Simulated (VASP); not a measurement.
A run of VASP 6.6.1:

File INCAR:

```
SYSTEM = SiTe
PREC = Accurate ; ENCUT = 600
EDIFF = 1E-6 ; ISMEAR = -1
SIGMA = 0.05 ; LREAL = .False.
LASPH = .True. ; NELM = 100
ALGO = Normal ; ISIF = 3
LWAVE = .False. ; LCHARG = .False.
IBRION = 2 ; NSW = 60
EDIFFG = -0.01
```

File KPOINTS:

```
Automatic mesh
0
Gamma
  8 8 6
  0 0 0
```

The input POSCAR:

```
SiTe
1.0
    3.7143358800      0.0000000000      0.0000000000
   -1.8571679400      3.2167092300      0.0000000000
    0.0000000000      0.0000000000      4.9763725600
Si Te
1 1
Direct
    0.0000000000      0.0000000000      0.5000000000
    0.0000000000      0.0000000000      0.0000000000
```

Potentials or basis: VASP PAW LDA potentials, release 64 (Si, Te).

The run is started by

```sh
$ cat potpaw_LDA.64/Si/POTCAR potpaw_LDA.64/Te/POTCAR > POTCAR
$ mpirun -np 1 vasp_std > vasp.out
```

Hardware: 1 thread of AMD EPYC 7R13 Processor (Zen 3) (shared host).

Problem. How long does it take, and how much memory?

Solution. Run time: 2.3 min on 1 thread of AMD EPYC 7R13 Processor (Zen 3), on a shared host, peak memory 0.15 GiB. Counts: scf iterations 90, k points 40, ion steps 10.
